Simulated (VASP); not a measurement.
Wanted: the native input for a VASP 6.6.1 run.

```
Task                   : single point
Functional             : PBE
Potentials or basis    : VASP PAW PBE potentials, release 64 (Er_3, Br), 4f in core
Cutoff                 : 500 eV
k mesh                 : 4 × 4 × 4
Occupations            : gaussian, width 0.1 eV
Spin                   : no spin polarisation
Dipole correction      : no
Further INCAR settings : ALGO = Normal; EDIFF = 1e-06; NBANDS = 30
```

The structure of Er4Br lies in POSCAR:

```
Er4Br
1.0
   -3.6799144666      3.6799144666      2.8258297347
    3.6799144666     -3.6799144666      2.8258297347
    3.6799144666      3.6799144666     -2.8258297347
Er Br
4 1
Direct
    0.3603330944      0.1613954398      0.5217285342
    0.1613954398      0.6396669056      0.8010623454
    0.6396669056      0.8386045602      0.4782714658
    0.8386045602      0.3603330944      0.1989376546
    0.0000000000      0.0000000000      0.0000000000
```

The cell was generated, and may not be a known phase.

These files were run (other wordings do the same):

INCAR

```
PREC = Accurate ; ENCUT = 500
EDIFF = 1E-6 ; ISMEAR = 0
SIGMA = 0.1 ; LREAL = False
LASPH = True ; NELM = 200
ALGO = Normal ; ISIF = 2
LWAVE = False ; LCHARG = True
GGA = PE ; LELF = True
LVHAR = True ; NBANDS = 30
GGA_COMPAT = False ; LMAXMIX = 6
```

KPOINTS

```
Automatic mesh
0
Gamma
  4 4 4
```

Potentials or basis: VASP PAW PBE potentials, release 64 (Er_3, Br), 4f in core.

Command:

```sh
$ cat potpaw_PBE.64/Er_3/POTCAR potpaw_PBE.64/Br/POTCAR > POTCAR
$ mpirun -np 1 vasp_std > vasp.out
```

It gave:

```
Pressure               : 0.4 GPa
Largest force          : 0.037 eV/Å
Band gap on the k mesh : zero (an odd number of electrons rules out a gap without spin polarisation)
```

Caveat: spin-orbit coupling is left out, which moves the levels of the heavy elements; the 4f electrons are frozen in the core, so they carry no moment and show no levels; an odd number of electrons without spin polarisation forces a metal; a magnetic or distorted state may lie lower; the run has no spin polarisation, though such a crystal can be magnetic.

It took 79 s on 1 thread of Intel(R) Xeon(R) 6975P-C (Granite Rapids), with other jobs on the host, peak memory 0.33 GiB.
